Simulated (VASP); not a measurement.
Ir, 4 atoms in the cell. The typed cell holds 4 atoms: a = 2.718 Å, b = 2.718 Å, c = 7.603 Å, α = 90.00°, β = 90.00°, γ = 89.97°. 

| Item | Value |
| --- | --- |
| Program | VASP 6.6.1 |
| Task | single point |
| Functional | PBEsol |
| Potentials or basis | VASP PAW PBE potentials, release 64 (Ir) |
| Cutoff | 520 eV |
| k mesh | 6 × 6 × 4 |
| Occupations | gaussian, width 0.1 eV |
| Spin | no spin polarisation |
| Dipole correction | no |
| Further INCAR settings | ALGO = Normal; EDIFF = 1e-06; NBANDS = 26 |

Potentials or basis: VASP PAW PBE potentials, release 64 (Ir).

Command:

```sh
$ cat potpaw_PBE.64/Ir/POTCAR > POTCAR
$ mpirun -np 1 vasp_std > vasp.out
```

Hardware: 1 thread of Intel(R) Xeon(R) 6975P-C (Granite Rapids) (shared host).

Task: Estimate the wall time of this run.

Result: Run time: 17 s on 1 thread of Intel(R) Xeon(R) 6975P-C (Granite Rapids), on a shared host, peak memory 0.18 GiB. Counts: scf iterations 12, k points 39.
